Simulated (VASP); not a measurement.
Set up this calculation in VASP 6.6.1, as the native input.

```
Task                   : single point
Functional             : PBE
Potentials or basis    : VASP PAW PBE potentials, release 64 (Zn, Se)
Cutoff                 : 520 eV
k mesh                 : 8 × 8 × 8
Occupations            : fermi-dirac, width 0.02 eV
Spin                   : no spin polarisation
Dipole correction      : no
Further INCAR settings : ALGO = Normal; EDIFF = 1e-07; NBANDS = 16
```

The structure of ZnSe (Stilleite) lies in POSCAR:

```
ZnSe
1.0
    0.0000000000      2.8324246721      2.8324246721
    2.8324246721      0.0000000000      2.8324246721
    2.8324246721      2.8324246721      0.0000000000
Zn Se
1 1
Direct
    0.0000000000      0.0000000000      0.0000000000
    0.2500000000      0.2500000000      0.2500000000
```

The input as run:

INCAR

```
SYSTEM = ZnSe
PREC     = Accurate       ! precision mode
ENCUT    = 520            ! plane-wave cutoff, eV
EDIFF    = 1E-7           ! SCF threshold, eV
ISMEAR   = -1             ! smearing method
SIGMA    = 0.02           ! smearing width, eV
LREAL    = .FALSE.        ! projectors in reciprocal space
LASPH    = .TRUE.         ! aspherical terms in the spheres
NELM     = 100            ! most SCF steps
ALGO     = Normal         ! electronic algorithm
ISIF     = 2              ! what is computed and relaxed
LWAVE    = .FALSE.        ! write WAVECAR
LCHARG   = .FALSE.        ! write CHGCAR
GGA      = PE             ! functional
NBANDS   = 16             ! bands
```

KPOINTS

```
Automatic mesh
0
G
  8 8 8
  0 0 0
```

Potentials or basis: VASP PAW PBE potentials, release 64 (Zn, Se).

The run is started by

```sh
$ cat potpaw_PBE.64/Zn/POTCAR potpaw_PBE.64/Se/POTCAR > POTCAR
$ mpirun -np 1 vasp_std > vasp.out
```

It gave:

```
Pressure               : 2.4 GPa
Band gap on the k mesh : 1.30 eV, direct
```

Run time: 16 s on 1 thread of AMD EPYC 7R13 Processor (Zen 3) (shared host), peak memory 0.14 GiB.
